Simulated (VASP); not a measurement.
Wanted: the native input for a VASP 6.6.1 run.

```yaml
Task: single point
Functional: PBE
Potentials_or_basis: VASP PAW PBE potentials, release 64 (Al)
Cutoff: 520 eV
k_mesh: 3 × 3 × 3
Occupations: gaussian, width 0.05 eV
Spin: no spin polarisation
Dipole_correction: no
Further_INCAR_settings: LREAL = Auto; ALGO = Normal; EDIFF = 1e-06; NBANDS = 68
```

The structure of Al (a cell with a defect) lies in POSCAR:

```
Al
1.0
    8.1000000000      0.0000000000      0.0000000000
    0.0000000000      8.1000000000      0.0000000000
    0.0000000000      0.0000000000      8.1000000000
Al
31
Direct
    0.4974160494      0.0060714815      0.0004720988
    0.7446141975      0.2537049383      0.0004790123
    0.7518714815     -0.0007367901      0.2516844444
    0.0016719753      0.0013119753      0.0004549383
    0.4082914815      0.4075327160      0.0002785185
    0.7502828395      0.7499953086      0.0004574074
    0.2496138272      0.0031248148      0.2463855556
    0.5053579012      0.2427779012      0.2680606173
    0.7462309877      0.5014513580      0.2456419753
    0.5015334568     -0.0093167901      0.5004835802
    0.7583208642      0.2500659259      0.5004835802
    0.7518202469     -0.0006993827      0.7492370370
    0.0061229630      0.4972576543      0.0004295062
    0.2539074074      0.7443717284      0.0004364198
    0.0033716049      0.2493928395      0.2462659259
    0.2432341975      0.5049777778      0.2674744444
    0.5016891358      0.7460098765      0.2455353086
    0.0008197531      0.0006004938      0.5004496296
    0.2479176543      0.2477980247      0.5004337037
    0.5025623457      0.5024001235      0.5004344444
    0.7506829630      0.7504025926      0.5004550617
    0.2496062963      0.0031058025      0.7544661728
    0.5052772840      0.2428519753      0.7329161728
    0.7462450617      0.5014522222      0.7552180247
   -0.0004067901      0.7515632099      0.2517167901
   -0.0087337037      0.5012939506      0.5004072840
    0.2503120988      0.7577809877      0.5004106173
    0.0033675309      0.2493933333      0.7546188889
    0.2431207407      0.5050609877      0.7332600000
    0.5016698765      0.7459890123      0.7553600000
   -0.0004449383      0.7515909877      0.7491406173
```

One way to write it, as run:

INCAR

```
SYSTEM = Al
ALGO = Normal
EDIFF = 1E-6
ENCUT = 520
GGA = PE
ISIF = 2
ISMEAR = 0
LASPH = .TRUE.
LCHARG = .FALSE.
LREAL = Auto
LWAVE = .FALSE.
NBANDS = 68
NELM = 80
PREC = Accurate
SIGMA = 0.05
```

KPOINTS

```
k-points
0
G
  3 3 3
  0 0 0
```

Potentials or basis: VASP PAW PBE potentials, release 64 (Al).

The run is started by

```sh
$ cat potpaw_PBE.64/Al/POTCAR > POTCAR
$ mpirun -np 1 vasp_std > vasp.out
```

It gave:

```json
{
  "Pressure": "-0.7 GPa",
  "Largest force": "0.506 eV/Å"
}
```

Wall time 4.2 min on 1 thread of Intel(R) Xeon(R) 6975P-C (Granite Rapids), with other jobs on the host, peak memory 0.62 GiB.
